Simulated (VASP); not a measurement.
Crystal: Si4N.

```
Si N
1.0
     2.64623    1.52780    3.14017
    -2.64623    1.52780    3.14017
     0.00000   -3.05560    3.14017
Si N
4 1
Direct
  0.66713 0.09703 0.66713
  0.66713 0.66713 0.09703
  0.09703 0.66713 0.66713
  0.38295 0.38295 0.38295
  0.08826 0.08826 0.08826
```

```yaml
Program: VASP 6.6.1
Task: relaxation of cell and atoms
Functional: PBE
Potentials_or_basis: VASP PAW PBE potentials, release 64 (Si, N)
Cutoff: 600 eV
k_mesh: 6 × 6 × 6
Occupations: gaussian, width 0.1 eV
Spin: no spin polarisation
```

At the start: pressure 26.5 GPa; volume 15.23 Å³/atom.

Where does the relaxation end?

Over 33 steps the energy falls by 1841.1 meV/atom and the volume is 13.84 Å³/atom (-9.2 %); space group R3m (No. 160, to 0.05 Å).

The path:
| step | energy change (eV) | largest force (eV/Å) | pressure (GPa) | volume (Å³) |
| --- | --- | --- | --- | --- |
| 1 | 0.0000 | 10.1605 | 26.51 | 76.17 |
| 2 | -1.6428 | 3.8670 | -7.10 | 106.97 |
| 3 | -2.8220 | 2.2519 | -2.09 | 89.77 |
| 4 | -3.8128 | 2.5233 | -10.16 | 90.17 |
| 5 | -4.5618 | 3.2422 | -12.92 | 89.82 |
| 6 | -2.8838 | 19.9131 | 8.04 | 86.43 |
| 7 | -4.4890 | 3.5595 | -12.31 | 89.63 |
| 8 | -4.8113 | 1.5336 | -7.58 | 88.41 |
| 9 | -4.7746 | 2.3578 | -10.22 | 88.96 |
| 10 | -4.4172 | 12.0370 | 3.93 | 81.03 |
| 11 | -5.0463 | 2.5989 | -5.97 | 85.30 |
| 12 | -5.5883 | 2.8208 | -4.67 | 79.93 |
| 13 | -6.6621 | 3.3717 | 9.60 | 65.15 |
| 14 | -6.9947 | 0.8631 | 8.90 | 65.03 |
| 15 | -7.0146 | 1.2636 | 9.79 | 64.99 |
| 16 | -7.3852 | 1.4264 | 4.58 | 68.16 |
| 17 | -7.5773 | 1.9871 | 1.52 | 71.72 |
| 18 | -7.6843 | 2.9934 | -1.90 | 78.87 |
| 19 | -8.2620 | 1.6701 | -8.83 | 81.29 |
| 20 | -8.3678 | 1.1185 | -10.72 | 82.26 |
| 21 | -8.3503 | 0.7669 | -13.52 | 84.11 |
| 22 | -8.3956 | 0.7770 | -11.92 | 82.94 |
| 23 | -8.9079 | 1.1078 | -8.53 | 76.79 |
| 24 | -9.0795 | 1.3686 | -3.17 | 72.07 |
| 25 | -9.0810 | 1.4016 | -2.14 | 71.40 |
| 26 | -9.1646 | 0.6500 | -0.81 | 69.71 |
| 27 | -9.1649 | 0.5653 | -0.93 | 69.82 |
| 28 | -9.1864 | 0.4258 | 0.32 | 69.13 |
| 29 | -9.1942 | 0.2810 | 1.69 | 68.41 |
| 30 | -9.2050 | 0.0934 | 0.33 | 69.05 |
| 31 | -9.2055 | 0.0428 | -0.05 | 69.22 |
| 32 | -9.2055 | 0.0456 | -0.01 | 69.21 |
| 33 | -9.2057 | 0.0212 | 0.01 | 69.18 |

Final structure:
```xyz
5
Lattice="3.3335 1.9246 1.7972 -3.3335 1.9246 1.7972 0.0000 -3.8492 1.7972" Properties=species:S:1:pos:R:3 pbc="T T T"
Si    1.8236   -1.0529    2.8566
Si    0.0000    2.1057    2.8566
Si   -1.8236   -1.0529    2.8566
Si    0.0000    0.0000    1.7320
N     0.0000    0.0000    5.3475
```
